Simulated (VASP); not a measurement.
# TiAl5: single point with PBE

Crystal: TiAl5.

```xyz
6
Lattice="2.8713 0.0000 0.0000 -1.4356 2.4866 0.0000 0.0000 0.0000 14.0273" Properties=species:S:1:pos:R:3 pbc="T T T"
Ti    0.0000    0.0000    0.0000
Al    1.4356    0.8289    2.2867
Al    0.0000    0.0000    4.6030
Al    1.4356    0.8289    7.0137
Al    0.0000    0.0000    9.4243
Al    1.4356    0.8289   11.7406
```

The cell was built from a structure type or drawn by symmetry, and may not be a known phase.

```json
{
  "Program": "VASP 6.6.1",
  "Task": "single point",
  "Functional": "PBE",
  "Potentials or basis": "VASP PAW PBE potentials, release 64 (Ti_sv, Al)",
  "Cutoff": "520 eV",
  "k mesh": "6 × 6 × 2",
  "Occupations": "gaussian, width 0.1 eV",
  "Spin": "no spin polarisation"
}
```

- Pressure: -0.1 GPa
- Band gap on the k mesh: zero (an odd number of electrons rules out a gap without spin polarisation)

Forces on the atoms (eV/Å):
```
Ti   0.000  0.000  0.000
Al   0.000  0.000  0.000
Al   0.000  0.000 -0.003
Al   0.000  0.000  0.000
Al   0.000  0.000  0.003
Al   0.000  0.000  0.000
```

Levels at points of the mesh, in eV from the Fermi level:
```
           k point  band 10  band 11  band 12  band 13  band 14  band 15  band 16  band 17
(0.00, 0.00, 0.00)    -3.78    -3.26    -0.76     1.17     1.17     1.49     2.51     2.51
(0.50, 0.00, 0.00)    -3.21    -2.93    -1.92    -1.82    -0.90    -0.40    -0.02     1.74
(0.00, 0.00, 0.50)    -4.97    -1.96    -1.34     1.15     1.17     1.17     2.51     2.51
(0.50, 0.00, 0.50)    -3.52    -2.67    -2.20    -1.67    -1.25    -0.04     0.57     1.07
```

It took 77 s on 1 thread of Intel Xeon 8259CL, with other jobs on the host, peak memory 0.24 GiB.

Caveat: the k points lie up to 0.42 Å⁻¹ apart, too coarse for converged energies and pressures of a metal.
